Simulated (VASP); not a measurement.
Input of a VASP 6.6.1 run:

The input INCAR:

```
SYSTEM = BiSb
PREC = Accurate ; ENCUT = 600
EDIFF = 1E-6 ; ISMEAR = -1
SIGMA = 0.1 ; LREAL = .FALSE.
LASPH = .TRUE. ; NELM = 100
ALGO = Normal ; ISIF = 3
LWAVE = .FALSE. ; LCHARG = .FALSE.
IBRION = 2 ; NSW = 60
EDIFFG = -0.005 ; PSTRESS = 310.0
```

KPOINTS

```
Automatic mesh
0
G
  12 12 12
  0 0 0
```

The input POSCAR:

```
BiSb
1.0
    0.0000000000      2.9543982063      2.9543982063
    2.9543982063      0.0000000000      2.9543982063
    2.9543982063      2.9543982063      0.0000000000
Sb Bi
1 1
Direct
    0.0000000000      0.0000000000      0.0000000000
    0.2500000000      0.2500000000      0.2500000000
```

Potentials or basis: VASP PAW LDA potentials, release 64 (Sb, Bi_d).

Launch:

```bash
$ cat potpaw_LDA.64/Sb/POTCAR potpaw_LDA.64/Bi_d/POTCAR > POTCAR
$ mpirun -np 1 vasp_std > vasp.out
```

(1) Predict the relaxed volume.

(2) Predict the space group after relaxing (to 0.1 Å).

(3) Predict the relaxed cell.

## Answers

(1) 28.93 Å³/atom.

(2) F-43m (No. 216).

(3) a = 4.341 Å, b = 4.341 Å, c = 4.341 Å, α = 60.00°, β = 60.00°, γ = 60.00°.

Caveat: the cell is relaxed towards a set pressure, so the run minimises the enthalpy, not the energy.
